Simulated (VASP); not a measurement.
# Al (P6_3/mmc) in VASP: a series of runs

Runs on Al. Level: PBE+D3(BJ). Tasks: single point.

Program: VASP 6.6.1. These are calculated values, not measurements. Logs are shortened: lines on timing, memory, paths and dates and some standing lists are left out, and cuts for length are marked.

### 1 The cell of the first run

Symmetry: P6_3/mmc, No. 194, hexagonal system. The conventional cell has a = 2.849 Å, b = 2.849 Å, c = 10.573 Å, α = 90.00°, β = 90.00°, γ = 120.00°. Within 3.8 Å of Al (site symmetry -3m) lie 12 Al at 2.85 to 3.11 Å. Within 3.8 Å of Al (site symmetry -6m2) lie 12 Al at 2.85 to 3.11 Å.

This isn't the form of Al at room conditions, which is fcc.

### 2 Single point, PBE+D3(BJ)

The input, INCAR:

```
SYSTEM = Al
ALGO = Normal ; EDIFF = 1E-6
ENCUT = 500 ; GGA = PE
GGA_COMPAT = .FALSE. ; ISIF = 2
ISMEAR = 0 ; IVDW = 12
LASPH = .TRUE. ; LCHARG = .TRUE.
LELF = .TRUE. ; LREAL = .FALSE.
LVHAR = .TRUE. ; LWAVE = .FALSE.
NBANDS = 14 ; NELM = 120
PREC = Accurate ; SIGMA = 0.15
```

The input, KPOINTS:

```
k-points
0
G
  18 18 4
  0 0 0
```

The input, POSCAR:

```
Al
1.0
    2.8486000000      0.0000000000      0.0000000000
   -1.4243000000      2.4669599652      0.0000000000
    0.0000000000      0.0000000000     10.5726000000
Al
4
Direct
    0.0000000000      0.0000000000      0.0000000000
    0.3333333333      0.6666666667      0.2500000000
    0.0000000000      0.0000000000      0.5000000000
    0.6666666667      0.3333333333      0.7500000000
```

Potentials or basis: VASP PAW PBE potentials, release 64 (Al).

On the command line:

```sh
> cat potpaw_PBE.64/Al/POTCAR > POTCAR
> mpirun -np 1 vasp_std > vasp.out
```

OUTCAR:

```text
SYSTEM = Al
   EDIFF = 1E-6
   ENCUT = 500
   GGA = PE
   ISIF = 2
   ISMEAR = 0
   IVDW = 12
   LASPH = .TRUE.
   LREAL = .FALSE.
   NELM = 120
   PREC = Accurate
 IVDW          = 12

 ion  position               nearest neighbor table
   1  0.000  0.000  0.000-   2 3.11   4 3.11   2 3.11   4 3.11   4 3.11   2 3.11
   2  0.333  0.667  0.250-   1 3.11   3 3.11   1 3.11   3 3.11   1 3.11   3 3.11
   3  0.000  0.000  0.500-   2 3.11   4 3.11   2 3.11   4 3.11   4 3.11   2 3.11
   4  0.667  0.333  0.750-   1 3.11   3 3.11   1 3.11   3 3.11   1 3.11   3 3.11

  LATTYP: Found a hexagonal cell.
 ALAT       =     2.8486000000
 C/A-ratio  =     3.7115074071

  Lattice vectors:

 A1 = (   2.8486000000,   0.0000000000,   0.0000000000)
 A2 = (  -1.4243000000,   2.4669599652,   0.0000000000)
 A3 = (   0.0000000000,   0.0000000000,  10.5726000000)

Analysis of symmetry for initial positions (statically):
=====================================================================
 Subroutine PRICEL returns:
 Original cell was already a primitive cell.

 Routine SETGRP: Setting up the symmetry group for a
 hexagonal supercell.

 Subroutine GETGRP returns: Found 24 space group operations
 (whereof 12 operations were pure point group operations)
 out of a pool of 24 trial point group operations.

The static configuration has the point symmetry D_3d.
 The point group associated with its full space group is D_6h.

Analysis of symmetry for dynamics (positions and initial velocities):
=====================================================================
 Subroutine PRICEL returns:
 Original cell was already a primitive cell.

 Routine SETGRP: Setting up the symmetry group for a
 hexagonal supercell.

 Subroutine GETGRP returns: Found 24 space group operations
 (whereof 12 operations were pure point group operations)
 out of a pool of 24 trial point group operations.

The dynamic configuration has the point symmetry D_3d.
 The point group associated with its full space group is D_6h.

 Subroutine INISYM returns: Found 24 space group operations
 (whereof 12 operations are pure point group operations),
 and found     1 'primitive' translations

----------------------------------------------------------------------------------------

                                     Primitive cell

  volume of cell :      74.2977

[... 104 lines left out ...]
   NUPDOWN=      -1.0000    fix difference up-down
   EMIN   =  10.00;   EMAX   =-10.00  energy-range for DOS
   EFERMI =   0.00;   METHOD = LEGACY
   ISMEAR =     0;   SIGMA  =   0.15  broadening in eV -4-tet -1-fermi 0-gaus
   EFERMI_NEDOS =   21; number of points for ismear=-14 and -15
   IALGO  =     38    algorithm
   IMIX   =      4    mixing-type and parameters
     AMIX     =   0.40;   BMIX     =  1.00
     AMIX_MAG =   1.60;   BMIX_MAG =  1.00
  volume/ion in A,a.u.               =      18.57       125.35
  Fermi-wavevector in a.u.,A,eV,Ry     =   0.891545  1.684776 10.814634  0.794853
  Thomas-Fermi vector in A             =   2.013379
   LORBIT       =      0    0 simple, 1 ext, 2 COOP (PROOUT), +10 PAW based schemes
   GGA     = PE    functional components
   LHFCALC =     F    Hartree Fock is set to
   AEXX    =    0.0000 exact exchange contribution
   IVDW    =    12    specifies the selected vdW correction
   LEPSILON=     F    determine dielectric tensor
   LRPA    =     F    only Hartree local field effects (RPA)
 non-spin polarized calculation
 Gauss-broadening in eV      SIGMA  =   0.15
  energy-cutoff  :      500.00
  volume of cell :       74.30
 maximum number of plane-waves:      1907
 NGX is ok and might be reduce to    24

 number of electron      12.0000000 magnetization

 Free energy of the ion-electron system (eV)
  ---------------------------------------------------
  ext. energy  EPLUGINS =         0.00000000
  ---------------------------------------------------
  free energy    TOTEN  =       -14.67326937 eV

  energy without entropy =      -14.65303450  energy(sigma->0) =      -14.66315194

 E-fermi :   6.7672     XC(G=0):  -9.7650

 val. band max:        6.7637393953   @ k =   0.3889   0.2222   0.2500
 cond. band min:       6.7726490013   @ k =   0.4444  -0.0000   0.0000
 fundamental gap:      0.0089096060
 Fermi energy:         6.7671526810

 k-point     1 :       0.0000    0.0000    0.0000
  band No.  band energies     occupation
      1      -3.5425      2.00000
      2      -2.2390      2.00000
      3      -2.2316      2.00000
      4       1.1567      2.00000
      5       2.2006      2.00000
      6       7.9833      0.00000
      7       7.9873      0.00000
      8      16.1613      0.00000
      9      16.2230      0.00000
     10      18.4593      0.00000
     11      18.4593      0.00000
     12      18.5897      0.00000
     13      18.5897      0.00000
     14      19.4002      0.00000
[... 377 lines left out ...]
      1       1.4041      2.00000
      2       2.6584      2.00000
      3       2.6602      2.00000
      4       3.9607      2.00000
      5       5.2161      2.00000
      6       5.2530      2.00000
      7       6.1729      2.00000
      8       6.9829      0.04199
      9       8.5128      0.00000
     10       9.5225      0.00000
     11      10.4524      0.00000
     12      11.4522      0.00000
     13      11.6887      0.00000
     14      12.7104      0.00000

 [... further k-points ...]

------------------------ aborting loop because EDIFF is reached ----------------------------------------

 Edisp (eV)   -1.19198

 E8    (eV) :    -0.5329

  FORCE on cell =-STRESS in cart. coord.  units (eV):
  Direction    XX          YY          ZZ          XY          YZ          ZX
  --------------------------------------------------------------------------------------
  -------------------------------------------------------------------------------------
  Total      -3.19858    -3.19858    -5.08352     0.00000     0.00000    -0.00000
  in kB     -68.97504   -68.97504  -109.62253     0.00000     0.00000    -0.00000
  external pressure =      -82.52 kB  Pullay stress =        0.00 kB

 VOLUME and BASIS-vectors are now :
 -----------------------------------------------------------------------------
  energy-cutoff  :      500.00
  volume of cell :       74.30
      direct lattice vectors                 reciprocal lattice vectors
     2.848600000  0.000000000  0.000000000     0.351049638  0.202678603  0.000000000
    -1.424300000  2.466959965  0.000000000     0.000000000  0.405357206  0.000000000
     0.000000000  0.000000000 10.572600000     0.000000000  0.000000000  0.094584114

 POSITION                                       TOTAL-FORCE (eV/Angst)
 -----------------------------------------------------------------------------------
      0.00000      0.00000      0.00000         0.000000      0.000000      0.000000
     -0.00000      1.64464      2.64315        -0.000000     -0.000000     -0.000000
      0.00000      0.00000      5.28630        -0.000000      0.000000      0.000000
      1.42430      0.82232      7.92945         0.000000      0.000000     -0.000000
 -----------------------------------------------------------------------------------
    total drift:                               -0.000000      0.000000      0.000000

  FREE ENERGIE OF THE ION-ELECTRON SYSTEM (eV)
  ---------------------------------------------------
  free  energy   TOTEN  =       -15.8652491971 eV

  energy  without entropy=      -15.8450143314  energy(sigma->0) =      -15.85513176
```

OSZICAR:

```text
N       E                     dE             d eps       ncg     rms          rms(c)
DAV:   1     0.486355092182E+01    0.48636E+01   -0.39148E+03  3108   0.626E+02
DAV:   2    -0.140928280170E+02   -0.18956E+02   -0.17358E+02  3974   0.811E+01
DAV:   3    -0.147566867792E+02   -0.66386E+00   -0.65094E+00  4218   0.125E+01
DAV:   4    -0.147622340378E+02   -0.55473E-02   -0.55427E-02  3694   0.140E+00
DAV:   5    -0.147623005123E+02   -0.66474E-04   -0.66474E-04  4184   0.161E-01    0.234E+00
DAV:   6    -0.147100720055E+02    0.52229E-01   -0.79980E-03  3682   0.498E-01    0.136E+00
DAV:   7    -0.146736452561E+02    0.36427E-01   -0.20002E-02  3744   0.750E-01    0.205E-01
DAV:   8    -0.146732851350E+02    0.36012E-03   -0.39805E-04  4140   0.110E-01    0.243E-02
DAV:   9    -0.146732695877E+02    0.15547E-04   -0.16936E-05  4004   0.203E-02    0.561E-03
DAV:  10    -0.146732693683E+02    0.21947E-06   -0.60828E-07  2738   0.524E-03
   1 F= -.15865249E+02 E0= -.15855132E+02  d E =-.202349E-01
```

Run time: 27 s. Hardware: 1 thread of Intel Xeon 6975P-C (Granite Rapids), shared host; peak memory 0.24 GiB.

What came out:

```yaml
Free_energy: -15.8652 eV
Pressure: -8.3 GPa
Band_gap_on_the_k_mesh: zero (bands 6 and 7 overlap by 3.88 eV)
Dispersion_energy_per_atom: -0.298 eV
```

Stress tensor (GPa, compression positive):
```
 -6.90   0.00   0.00
  0.00  -6.90   0.00
  0.00   0.00 -10.96
```

Levels at points of the mesh, in eV from the Fermi level:
| k point | band 2 | band 3 | band 4 | band 5 | band 6 | band 7 | band 8 | band 9 | band 10 | band 11 |
| --- | --- | --- | --- | --- | --- | --- | --- | --- | --- | --- |
| (0.00, 0.00, 0.00) | -9.01 | -9.00 | -5.61 | -4.57 | 1.22 | 1.22 | 9.39 | 9.46 | 11.69 | 11.69 |
| (0.50, 0.00, 0.00) | -4.33 | -3.34 | -3.31 | -2.85 | -2.82 | 0.14 | 0.47 | 0.99 | 1.43 | 6.46 |
| (0.00, 0.00, 0.50) | -9.98 | -7.40 | -7.40 | -2.18 | -2.18 | 5.14 | 5.14 | 11.94 | 11.94 | 11.94 |
| (0.50, 0.00, 0.50) | -4.07 | -4.02 | -4.02 | -1.74 | -1.74 | -1.21 | -1.21 | 3.27 | 3.27 | 3.82 |

Caveat: the cell stands under tension.

### 3 Single point, PBE+D3(BJ)

This run uses another cell than the first one, of the same volume but with other edges.

The input, INCAR:

```
PREC = Accurate
ENCUT = 500
EDIFF = 1E-6
ISMEAR = 0
SIGMA = 0.15
LREAL = F
LASPH = T
NELM = 120
ALGO = Normal
ISIF = 2
LWAVE = F
LCHARG = F
GGA = PE
IVDW = 12
NBANDS = 14
GGA_COMPAT = F
```

The input, KPOINTS:

```
Automatic mesh
0
Gamma
  18 18 4
```

The input, POSCAR:

```
Al
1.0
    2.8823000000      0.0000000000      0.0000000000
   -1.4411500000      2.4961450213      0.0000000000
    0.0000000000      0.0000000000     10.3065000000
Al
4
Direct
    0.0000000000      0.0000000000      0.0000000000
    0.3333333333      0.6666666667      0.2500000000
    0.0000000000      0.0000000000      0.5000000000
    0.6666666667      0.3333333333      0.7500000000
```

Potentials or basis: VASP PAW PBE potentials, release 64 (Al).

On the command line:

```sh
> cat potpaw_PBE.64/Al/POTCAR > POTCAR
> mpirun -np 1 vasp_std > vasp.out
```

It took 26 s on 1 thread of Intel Xeon 6975P-C (Granite Rapids), shared host; peak memory 0.24 GiB.

The run converged. Its results:

| Property | Result |
| --- | --- |
| Free energy | -15.9149 eV |
| Pressure | -8.8 GPa |
| Band gap on the k mesh | zero (bands 6 and 7 overlap by 4.04 eV) |
| Dispersion energy per atom | -0.298 eV |

Stress tensor (GPa, compression positive):
```
 -7.59   0.00   0.00
  0.00  -7.59   0.00
  0.00   0.00 -11.08
```

Levels at points of the mesh, in eV from the Fermi level:
```
           k point  band 4  band 5  band 6  band 7  band 8  band 9
(0.00, 0.00, 0.00)   -5.24   -4.49    1.74    1.74   10.16   10.38
(0.50, 0.00, 0.00)   -3.38   -2.99   -2.92    0.37    0.68    0.91
(0.00, 0.00, 0.50)   -7.26   -1.84   -1.84    5.85    5.85   11.37
(0.50, 0.00, 0.50)   -4.15   -1.76   -1.76   -1.23   -1.23    3.47
```

Caveat: the cell stands under tension.

(Continued in part 2 of 2.)
